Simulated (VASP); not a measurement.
# InP (F-43m) in VASP: a series of runs

The runs below take InP through relaxation of cell and atoms, with PBEsol.

Everything below comes from runs of VASP 6.6.1. Logs are shortened: lines on timing, memory, paths and dates and some standing lists are left out, and cuts for length are marked.

**1. The cell of the first run**

The structure is cubic, space group F-43m (No. 216). The conventional cell has a = 5.879 Å, b = 5.879 Å, c = 5.879 Å, α = 90.00°, β = 90.00°, γ = 90.00°. In (site symmetry -43m) has 4 P at 2.55 Å within 3.4 Å. Within 3.4 Å of P (site symmetry -43m) lie 4 In at 2.55 Å.

**2. Relaxation of cell and atoms, PBEsol, target pressure 10 GPa, at which the enthalpy is minimised**

Input file INCAR:

```
SYSTEM = InP
PREC     = Accurate       ! precision mode
ENCUT    = 600            ! plane-wave cutoff, eV
EDIFF    = 1E-6           ! SCF threshold, eV
ISMEAR   = 0              ! smearing method
SIGMA    = 0.01           ! smearing width, eV
LREAL    = .FALSE.        ! projectors in reciprocal space
LASPH    = .TRUE.         ! aspherical terms in the spheres
NELM     = 60             ! most SCF steps
ALGO     = Normal         ! electronic algorithm
ISIF     = 3              ! what is computed and relaxed
LWAVE    = .FALSE.        ! write WAVECAR
LCHARG   = .FALSE.        ! write CHGCAR
GGA      = PS             ! functional
IBRION   = 2              ! ionic algorithm
NSW      = 100            ! ionic steps
EDIFFG   = -0.002         ! ionic threshold
PSTRESS  = 100.0
```

Input file KPOINTS:

```
Automatic mesh
0
G
  6 6 6
  0 0 0
```

Input file POSCAR:

```
InP
1.0
    0.0000000000      2.9393013716      2.9393013716
    2.9393013716      0.0000000000      2.9393013716
    2.9393013716      2.9393013716      0.0000000000
In P
1 1
Direct
    0.0000000000      0.0000000000      0.0000000000
    0.7500000000      0.7500000000      0.7500000000
```

Potentials or basis: VASP PAW PBE potentials, release 64 (In_d, P).

The run is started by

```bash
cat potpaw_PBE.64/In_d/POTCAR potpaw_PBE.64/P/POTCAR > POTCAR
mpirun -np 1 vasp_std > vasp.out
```

OUTCAR:

```text
SYSTEM = InP
   PREC = Accurate
   ENCUT = 600
   EDIFF = 1E-6
   ISMEAR = 0
   LREAL = .FALSE.
   LASPH = .TRUE.
   NELM = 60
   ISIF = 3
   GGA = PS
   IBRION = 2
   NSW = 100
   EDIFFG = -0.002
   PSTRESS = 100.0

 ion  position               nearest neighbor table
   1  0.000  0.000  0.000-   2 2.55   2 2.55   2 2.55   2 2.55
   2  0.750  0.750  0.750-   1 2.55   1 2.55   1 2.55   1 2.55

  LATTYP: Found a face centered cubic cell.
 ALAT       =     5.8786027432

  Lattice vectors:

 A1 = (   0.0000000000,   2.9393013716,   2.9393013716)
 A2 = (   2.9393013716,   0.0000000000,   2.9393013716)
 A3 = (   2.9393013716,   2.9393013716,   0.0000000000)

Analysis of symmetry for initial positions (statically):
=====================================================================
 Subroutine PRICEL returns:
 Original cell was already a primitive cell.

 Routine SETGRP: Setting up the symmetry group for a
 face centered cubic supercell.

 Subroutine GETGRP returns: Found 24 space group operations
 (whereof 24 operations were pure point group operations)
 out of a pool of 48 trial point group operations.

The static configuration has the point symmetry T_d .

Analysis of symmetry for dynamics (positions and initial velocities):
=====================================================================
 Subroutine PRICEL returns:
 Original cell was already a primitive cell.

 Routine SETGRP: Setting up the symmetry group for a
 face centered cubic supercell.

 Subroutine GETGRP returns: Found 24 space group operations
 (whereof 24 operations were pure point group operations)
 out of a pool of 48 trial point group operations.

The dynamic configuration has the point symmetry T_d .

 Subroutine INISYM returns: Found 24 space group operations
 (whereof 24 operations are pure point group operations),
 and found     1 'primitive' translations

----------------------------------------------------------------------------------------

                                     Primitive cell

  volume of cell :      50.7881

  direct lattice vectors                    reciprocal lattice vectors
     0.000000000  2.939301372  2.939301372    -0.170108450  0.170108450  0.170108450
     2.939301372  0.000000000  2.939301372     0.170108450 -0.170108450  0.170108450
     2.939301372  2.939301372  0.000000000     0.170108450  0.170108450 -0.170108450

  length of vectors
     4.156799864  4.156799864  4.156799864     0.294636478  0.294636478  0.294636478

  position of ions in fractional coordinates (direct lattice)
     0.000000000  0.000000000  0.000000000
[... 82 lines left out ...]
   EMIN   =  10.00;   EMAX   =-10.00  energy-range for DOS
   EFERMI =   0.00;   METHOD = LEGACY
   ISMEAR =     0;   SIGMA  =   0.01  broadening in eV -4-tet -1-fermi 0-gaus
   EFERMI_NEDOS =   21; number of points for ismear=-14 and -15
   IALGO  =     38    algorithm
   IMIX   =      4    mixing-type and parameters
     AMIX     =   0.40;   BMIX     =  1.00
     AMIX_MAG =   1.60;   BMIX_MAG =  1.00
  volume/ion in A,a.u.               =      25.39       171.37
  Fermi-wavevector in a.u.,A,eV,Ry     =   1.158541  2.189326 18.261986  1.342218
  Thomas-Fermi vector in A             =   2.295143
   LORBIT       =      0    0 simple, 1 ext, 2 COOP (PROOUT), +10 PAW based schemes
   GGA     = PS    functional components
   LHFCALC =     F    Hartree Fock is set to
   AEXX    =    0.0000 exact exchange contribution
   IVDW    =     0    specifies the selected vdW correction
   LEPSILON=     F    determine dielectric tensor
   LRPA    =     F    only Hartree local field effects (RPA)
 conjugate gradient relaxation of ions
 non-spin polarized calculation
 Gauss-broadening in eV      SIGMA  =   0.01
  energy-cutoff  :      600.00
  volume of cell :       50.79
 maximum number of plane-waves:      1711
 NGX is ok and might be reduce to    36
   NGX = 17   NGY = 17   NGZ = 17

--------------------------------------- Ionic step        1  -------------------------------------------

 number of electron      17.9999998 magnetization

 Free energy of the ion-electron system (eV)
  ---------------------------------------------------
  ext. energy  EPLUGINS =         0.00000000
  ---------------------------------------------------
  free energy    TOTEN  =        -9.14336267 eV

  energy without entropy =       -9.14336267  energy(sigma->0) =       -9.14336267

------------------------ aborting loop because EDIFF is reached ----------------------------------------

  FORCE on cell =-STRESS in cart. coord.  units (eV):
  Direction    XX          YY          ZZ          XY          YZ          ZX
  --------------------------------------------------------------------------------------
  -------------------------------------------------------------------------------------
  Total       -0.0003324     -0.0003324     -0.0003324     -0.0000000     -0.0000000     -0.0000000
  in kB       -0.0104875     -0.0104875     -0.0104875     -0.0000000     -0.0000000     -0.0000000
  external PRESSURE =    -100.0104875 kB  Pullay stress =     100.0000000 kB
[... 25 lines left out ...]
--------------------------------------- Ionic step        2  -------------------------------------------

 number of electron      17.9999998 magnetization

 E-fermi :   8.1001     XC(G=0): -10.5277

 val. band max:        8.0008690864   @ k =   0.0000   0.0000   0.0000
 cond. band min:       9.1443779452   @ k =   0.5000   0.5000   0.0000
 fundamental gap:      1.1435088588
 Fermi energy:         8.1000821610

 k-point     1 :       0.0000    0.0000    0.0000
  band No.  band energies     occupation
      1      -6.9114      2.00000
      2      -6.9114      2.00000
      3      -6.9114      2.00000
      4      -6.6011      2.00000
      5      -6.6011      2.00000
      6      -5.4221      2.00000
      7       8.0009      2.00000
      8       8.0009      2.00000
      9       8.0009      2.00000
     10       9.7764      0.00000
     11      11.8708      0.00000
     12      11.8708      0.00000
     13      11.8708      0.00000
[... 427 lines left out ...]
--------------------------------------- Ionic step        7  -------------------------------------------

 number of electron      17.9999997 magnetization

 Free energy of the ion-electron system (eV)
  ---------------------------------------------------
  ext. energy  EPLUGINS =         0.00000000
  ---------------------------------------------------
  free energy    TOTEN  =        -8.98845455 eV

  energy without entropy =       -8.98845455  energy(sigma->0) =       -8.98845455

 E-fermi :   6.4121     XC(G=0):  -9.9512

 val. band max:        6.3374705846   @ k =   0.0000   0.0000   0.0000
 cond. band min:       7.5091583577   @ k =   0.0000   0.0000   0.0000
 fundamental gap:      1.1716877731
 Fermi energy:         6.4120841884

 k-point     1 :       0.0000    0.0000    0.0000
  band No.  band energies     occupation
      1      -8.0931      2.00000
      2      -8.0931      2.00000
      3      -8.0931      2.00000
      4      -7.8773      2.00000
      5      -7.8773      2.00000
      6      -6.0026      2.00000
      7       6.3375      2.00000
      8       6.3375      2.00000
      9       6.3375      2.00000
     10       7.5092      0.00000
     11      10.3170      0.00000
     12      10.3170      0.00000
     13      10.3170      0.00000
[... 271 lines left out ...]
  energy  without entropy=       -8.9884545493  energy(sigma->0) =       -8.98845455

  enthalpy is  TOTEN    =        -6.1625703821 eV   P V=        2.8258841671

 reached required accuracy - stopping structural energy minimisation
```

Wall time 56 s (1 thread of Intel Xeon 6975P-C, shared host); peak memory 0.21 GiB.

What came out:

```yaml
Free_energy: -8.9885 eV
Relaxed_volume: 22.64 Å³/atom
Relaxed_cell: a = 4.001 Å, b = 4.001 Å, c = 4.001 Å, α = 60.00°, β = 60.00°, γ = 60.00°
Space_group_after_relaxing_to_0.05_Å: F-43m (No. 216)
Energy_change_on_relaxing_the_enthalpy_is_what_falls: +77.5 meV/atom
Ionic_steps: 7
Pressure_after_relaxing: 10.0 GPa
Band_gap_on_the_k_mesh: 1.17 eV, direct
```

The path:
```csv
step,energy change (eV),largest force (eV/Å),pressure (GPa),volume (Å³)
1,0.0000,0.0000,0.00,50.79
2,0.7413,0.0000,27.35,40.00
3,0.1468,0.0000,9.68,45.41
4,0.1538,0.0000,9.97,45.29
5,0.1605,0.0000,10.22,45.19
6,0.1490,0.0000,9.80,45.37
7,0.1549,0.0000,10.01,45.28
```

Final structure:
```
In P
1.0
     0.00000    2.82886    2.82886
     2.82886    0.00000    2.82886
     2.82886    2.82886    0.00000
In P
1 1
Direct
  0.00000 0.00000 0.00000
  0.75000 0.75000 0.75000
```

Caveat: the cell is relaxed towards a set pressure, so the enthalpy falls and the energy may rise; the PAW data sets were made with another functional, which shifts forces and pressure a little; spin-orbit coupling is left out, which moves the levels of the heavy elements. As with any semilocal functional, this PBEsol gap is likely too small.

**3. Relaxation of cell and atoms, PBEsol, target pressure 15 GPa, at which the enthalpy is minimised**

Input file INCAR:

```
SYSTEM = InP
ALGO     = Normal         ! electronic algorithm
EDIFF    = 1E-6           ! SCF threshold, eV
EDIFFG   = -0.002         ! ionic threshold
ENCUT    = 600            ! plane-wave cutoff, eV
GGA      = PS             ! functional
IBRION   = 2              ! ionic algorithm
ISIF     = 3              ! what is computed and relaxed
ISMEAR   = 0              ! smearing method
LASPH    = .TRUE.         ! aspherical terms in the spheres
LCHARG   = .FALSE.        ! write CHGCAR
LREAL    = .FALSE.        ! projectors in reciprocal space
LWAVE    = .FALSE.        ! write WAVECAR
NELM     = 80             ! most SCF steps
NSW      = 100            ! ionic steps
PREC     = Accurate       ! precision mode
PSTRESS  = 150.0        
SIGMA    = 0.01           ! smearing width, eV
```

Input file KPOINTS:

```
k-points
0
G
  6 6 6
  0 0 0
```

POSCAR is that of step 2.

Potentials or basis: VASP PAW PBE potentials, release 64 (In_d, P).

The run is started by

```bash
cat potpaw_PBE.64/In_d/POTCAR potpaw_PBE.64/P/POTCAR > POTCAR
mpirun -np 1 vasp_std > vasp.out
```

Run time: 62 s. Hardware: 1 thread of Intel Xeon 6975P-C, shared host; peak memory 0.22 GiB.

Results (log left out):

```yaml
Free_energy: -8.8443 eV
Relaxed_volume: 21.71 Å³/atom
Relaxed_cell: a = 3.945 Å, b = 3.945 Å, c = 3.945 Å, α = 60.00°, β = 60.00°, γ = 60.00°
Space_group_after_relaxing_to_0.05_Å: F-43m (No. 216)
Energy_change_on_relaxing_the_enthalpy_is_what_falls: +149.5 meV/atom
Ionic_steps: 9
Pressure_after_relaxing: 15.0 GPa
Band_gap_on_the_k_mesh: 1.34 eV, indirect (least direct gap 1.38 eV)
```

The path:
```
step  energy change (eV)  largest force (eV/Å)  pressure (GPa)  volume (Å³)
   1              0.0000                0.0000            0.00        50.79
   2              1.9296                0.0000           55.20        35.24
   3              0.2667                0.0000           14.00        43.77
   4              0.2913                0.0000           14.74        43.50
   5              0.3042                0.0000           15.17        43.36
   6              0.2923                0.0000           14.81        43.49
   7              0.2994                0.0000           15.02        43.41
   8              0.2987                0.0000           14.98        43.42
   9              0.2991                0.0000           15.01        43.42
```

Final structure:
```yaml
crystal:
  lattice:
    - [0.00000, 2.78958, 2.78958]
    - [2.78958, 0.00000, 2.78958]
    - [2.78958, 2.78958, 0.00000]
  atoms:
    - { symbol: In, position: [0.00000, 0.00000, 0.00000] }
    - { symbol: P, position: [0.75000, 0.75000, 0.75000] }
```

Levels at points of the mesh, in eV from the valence-band top:
```
           k point  band 7  band 8  band 9  band 10  band 11  band 12
(0.00, 0.00, 0.00)    0.00    0.00    0.00     1.38     3.95     3.95
(0.50, 0.00, 0.00)   -6.70   -1.23   -1.23     1.73     4.69     4.69
(0.50, 0.50, 0.00)   -6.54   -2.92   -2.92     1.34     2.07    10.08
```

Caveat: the cell is relaxed towards a set pressure, so the enthalpy falls and the energy may rise; the PAW data sets were made with another functional, which shifts forces and pressure a little; spin-orbit coupling is left out, which moves the levels of the heavy elements. A k mesh can miss the band edges.
